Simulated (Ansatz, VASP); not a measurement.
Two plane-wave programs on SrCl2

The input POSCAR:

```
SrCl2
1.0
    0.0000000000      3.5686908883      3.5686908883
    3.5686908883      0.0000000000      3.5686908883
    3.5686908883      3.5686908883      0.0000000000
Sr Cl
1 2
Direct
    0.0000000000      0.0000000000      0.0000000000
    0.2500000000      0.2500000000      0.2500000000
    0.7500000000      0.7500000000      0.7500000000
```

File INCAR.step1:

```
ALGO = Normal
EDIFF = 1E-4
ENCUT = 520
GGA = PE
ISMEAR = 0
LASPH = True
LCHARG = False
LREAL = False
LWAVE = True
NBANDS = 19
NELM = 100
PREC = Accurate
SIGMA = 0.02
```

File INCAR.step2:

```
ALGO = Normal
EDIFF = 1E-6
ENCUT = 520
ISIF = 2
ISMEAR = 0
ISTART = 1
LASPH = True
LCHARG = True
LELF = True
LMIXTAU = True
LREAL = False
LVHAR = True
LWAVE = False
METAGGA = R2SCAN
NBANDS = 19
NELM = 100
PREC = Accurate
SIGMA = 0.02
```

Contents of KPOINTS:

```
k-points
0
Gamma
  6 6 6
```

Input for Ansatz:

```yaml
crystal:
  lattice:
    - [0.0, 3.5686908883, 3.5686908883]
    - [3.5686908883, 0.0, 3.5686908883]
    - [3.5686908883, 3.5686908883, 0.0]
  atoms:
    - { symbol: Sr, position: [0.0, 0.0, 0.0] }
    - { symbol: Cl, position: [0.25, 0.25, 0.25] }
    - { symbol: Cl, position: [0.75, 0.75, 0.75] }
basis:
  ecutwfc: 500
kpoints:
  mp_grid: { grid: [6, 6, 6] }
  band_path: { path: [VBM, CBM], npoints: 2 }
hamiltonian:
  xc: r2scan
scf:
  occupations: { method: gaussian, width: 0.02 }
output:
  forces: true
  stress: true
  eigenvalues: true
checkpoint:
  read: start.run
  write: ck
  compress: false
  write_wavefunctions: false
  write_every: 100000
```

Alike in both runs: task single point; functional r2SCAN; k mesh 6 × 6 × 6; occupations gaussian, width 0.02 eV; no spin polarisation.

```csv
,VASP,Ansatz
version,VASP 6.6.1,Ansatz 0.2.0
potentials or method,"VASP PAW PBE potentials, release 64 (Sr_sv, Cl), cutoff 520 eV","scalar-relativistic, plane waves, PAW"
valence electrons in the cell,24,24
```

|  | VASP | Ansatz | Ansatz less VASP |
| --- | --- | --- | --- |
| gap on the k mesh at the Fermi level (eV) | 5.71 | 5.71 | -0.001 |
| least direct gap on the mesh (eV) | 6.02 | 6.02 | +0.001 |
| pressure (GPa) | -2.0 | -2.0 | -0.02 |

VASP's potentials were made for PBE, not for r2SCAN. With one functional, cell and mesh, what is left measures potentials, basis and numerics.
